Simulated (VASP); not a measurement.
# Te2Mo in VASP: further runs, part 2 of 2

VASP 6.6.1. Earlier steps stand in the parts before.

**4. Single point, PBE+D3(BJ)**

INCAR

```
SYSTEM = Te2Mo
ALGO = Normal ; DIPOL = 0.5 0.5 0.500
EDIFF = 1E-6 ; ENCUT = 520
GGA = PE ; IDIPOL = 3
ISIF = 2 ; ISMEAR = 0
IVDW = 12 ; LASPH = .True.
LCHARG = .False. ; LDIPOL = .True.
LREAL = .False. ; LWAVE = .False.
NBANDS = 20 ; NELM = 60
PREC = Accurate ; SIGMA = 0.02
```

KPOINTS

```
k-points
0
Gamma
  9 9 1
  0 0 0
```

POSCAR

```
Te2Mo
1.0
    3.7840000000      0.0000000000      0.0000000000
   -1.8920000000      3.2770401279      0.0000000000
    0.0000000000      0.0000000000     33.2698832047
Te Mo
2 1
Direct
    0.3333333333      0.6666666667      0.4491732511
    0.3333333333      0.6666666667      0.5508267489
    0.6666666667      0.3333333333      0.5000000000
```

Potentials or basis: VASP PAW PBE potentials, release 64 (Te, Mo_sv).

The run is started by

```
$ cat potpaw_PBE.64/Te/POTCAR potpaw_PBE.64/Mo_sv/POTCAR > POTCAR
$ mpirun -np 1 vasp_std > vasp.out
```

OUTCAR:

```text
SYSTEM = Te2Mo
   EDIFF = 1E-6
   ENCUT = 520
   GGA = PE
   ISIF = 2
   ISMEAR = 0
   IVDW = 12
   LASPH = .True.
   LREAL = .False.
   NELM = 60
   PREC = Accurate
 IVDW          = 12

 ion  position               nearest neighbor table
   1  0.333  0.667  0.449-   3 2.76   3 2.76   3 2.76   2 3.38
   2  0.333  0.667  0.551-   3 2.76   3 2.76   3 2.76   1 3.38
   3  0.667  0.333  0.500-   1 2.76   2 2.76   1 2.76   2 2.76   1 2.76   2 2.76

  LATTYP: Found a hexagonal cell.
 ALAT       =     3.7840000000
 C/A-ratio  =     8.7922524325

  Lattice vectors:

 A1 = (   3.7840000000,   0.0000000000,   0.0000000000)
 A2 = (  -1.8920000000,   3.2770401279,   0.0000000000)
 A3 = (   0.0000000000,   0.0000000000,  33.2698832047)

Analysis of symmetry for initial positions (statically):
=====================================================================
 Subroutine PRICEL returns:
 Original cell was already a primitive cell.

 Routine SETGRP: Setting up the symmetry group for a
 hexagonal supercell.

 Subroutine GETGRP returns: Found 12 space group operations
 (whereof 12 operations were pure point group operations)
 out of a pool of 24 trial point group operations.

The static configuration has the point symmetry D_3h.

Analysis of symmetry for dynamics (positions and initial velocities):
=====================================================================
 Subroutine PRICEL returns:
 Original cell was already a primitive cell.

 Routine SETGRP: Setting up the symmetry group for a
 hexagonal supercell.

 Subroutine GETGRP returns: Found 12 space group operations
 (whereof 12 operations were pure point group operations)
 out of a pool of 24 trial point group operations.

The dynamic configuration has the point symmetry D_3h.

 Subroutine INISYM returns: Found 12 space group operations
 (whereof 12 operations are pure point group operations),
 and found     1 'primitive' translations

[... 108 lines left out ...]
   GGA     = PE    functional components
   LHFCALC =     F    Hartree Fock is set to
   AEXX    =    0.0000 exact exchange contribution
   IVDW    =    12    specifies the selected vdW correction
   LEPSILON=     F    determine dielectric tensor
   LRPA    =     F    only Hartree local field effects (RPA)
 non-spin polarized calculation
 Gauss-broadening in eV      SIGMA  =   0.02
  energy-cutoff  :      520.00
  volume of cell :      412.56
 maximum number of plane-waves:     11147
   NGX = 15   NGY = 15   NGZ =123

 dipolmoment           0.000000      0.000000      0.000000 electrons x Angstroem

 number of electron      26.0000002 magnetization

 dipolmoment           0.000000      0.000000     -0.000000 electrons x Angstroem

 Free energy of the ion-electron system (eV)
  ---------------------------------------------------
  ext. energy  EPLUGINS =         0.00000000
  ---------------------------------------------------
  free energy    TOTEN  =       -17.74221748 eV

  energy without entropy =      -17.74221748  energy(sigma->0) =      -17.74221748

 E-fermi :  -2.4824     XC(G=0):  -2.3550

 val. band max:       -2.6032824036   @ k =   0.0000   0.0000   0.0000
 cond. band min:      -2.2783741869   @ k =   0.3333   0.3333   0.0000
 fundamental gap:      0.3249082167
 Fermi energy:        -2.4824392515

 k-point     1 :       0.0000    0.0000    0.0000
  band No.  band energies     occupation
      1     -63.5502      2.00000
      2     -37.6532      2.00000
      3     -37.6532      2.00000
      4     -37.5813      2.00000
      5     -14.8675      2.00000
      6     -13.6516      2.00000
[... 265 lines left out ...]
     19       2.7127      0.00000
     20       4.7455      0.00000

------------------------ aborting loop because EDIFF is reached ----------------------------------------

 vacuum level on the upper side and lower side of the slab       (xc-potential included)        -0.121        -0.121

 Edisp (eV)   -1.11760

 E8    (eV) :    -0.5473

  FORCE on cell =-STRESS in cart. coord.  units (eV):
  Direction    XX          YY          ZZ          XY          YZ          ZX
  --------------------------------------------------------------------------------------
  -------------------------------------------------------------------------------------
  Total      11.88597    11.88597     6.59702     0.00000     0.00000    -0.00000
  in kB      46.15951    46.15951    25.61970     0.00000     0.00000    -0.00000
  external pressure =       39.31 kB  Pullay stress =        0.00 kB

 VOLUME and BASIS-vectors are now :
 -----------------------------------------------------------------------------
  energy-cutoff  :      520.00
  volume of cell :      412.56
      direct lattice vectors                 reciprocal lattice vectors
     3.784000000  0.000000000  0.000000000     0.264270613  0.152576710  0.000000000
    -1.892000000  3.277040128  0.000000000     0.000000000  0.305153419  0.000000000
     0.000000000  0.000000000 33.269883205     0.000000000  0.000000000  0.030057214

 POSITION                                       TOTAL-FORCE (eV/Angst)
 -----------------------------------------------------------------------------------
     -0.00000      2.18469     14.94394         0.000000     -0.000000     -1.953863
     -0.00000      2.18469     18.32594         0.000000      0.000000      1.953863
      1.89200      1.09235     16.63494        -0.000000      0.000000      0.000000
 -----------------------------------------------------------------------------------
    total drift:                               -0.000000      0.000000      0.000000

  FREE ENERGIE OF THE ION-ELECTRON SYSTEM (eV)
  ---------------------------------------------------
  free  energy   TOTEN  =       -18.8598144950 eV

  energy  without entropy=      -18.8598144950  energy(sigma->0) =      -18.85981449

 vacuum level on the upper side and lower side of the slab         2.310         2.310
```

OSZICAR:

```text
N       E                     dE             d eps       ncg     rms          rms(c)
DAV:   1     0.124080819723E+03    0.12408E+03   -0.11413E+04   672   0.904E+02
DAV:   2    -0.655484465642E+01   -0.13064E+03   -0.12792E+03   716   0.172E+02
DAV:   3    -0.182230061818E+02   -0.11668E+02   -0.11556E+02   696   0.442E+01
[... 14 lines left out ...]
DAV:  18    -0.177422006912E+02   -0.28626E-04   -0.59613E-07   504   0.276E-03    0.998E-04
DAV:  19    -0.177422105204E+02   -0.98292E-05   -0.15683E-07   444   0.144E-03    0.412E-04
DAV:  20    -0.177422155071E+02   -0.49867E-05   -0.72212E-08   392   0.768E-04    0.394E-04
DAV:  21    -0.177422172864E+02   -0.17793E-05   -0.26863E-08   364   0.477E-04    0.174E-04
DAV:  22    -0.177422174767E+02   -0.19025E-06   -0.14849E-09   360   0.163E-04
   1 F= -.18859814E+02 E0= -.18859814E+02  d E =-.194487E-19
```

Run time: 92 s. Hardware: 1 thread of Intel Xeon 6975P-C (Granite Rapids), shared host; peak memory 0.5 GiB.

What came out:

| Property | Result |
| --- | --- |
| Free energy | -18.8598 eV |
| Largest force | 1.954 eV/Å |
| Band gap on the k mesh | 0.32 eV, indirect (least direct gap 0.65 eV) |
| Dispersion energy per atom | -0.373 eV |

Forces on the atoms (eV/Å):
```
Te   0.000  0.000 -1.954
Te   0.000  0.000  1.954
Mo   0.000  0.000  0.000
```

Caveat: spin-orbit coupling is left out, which moves the levels of the heavy elements.
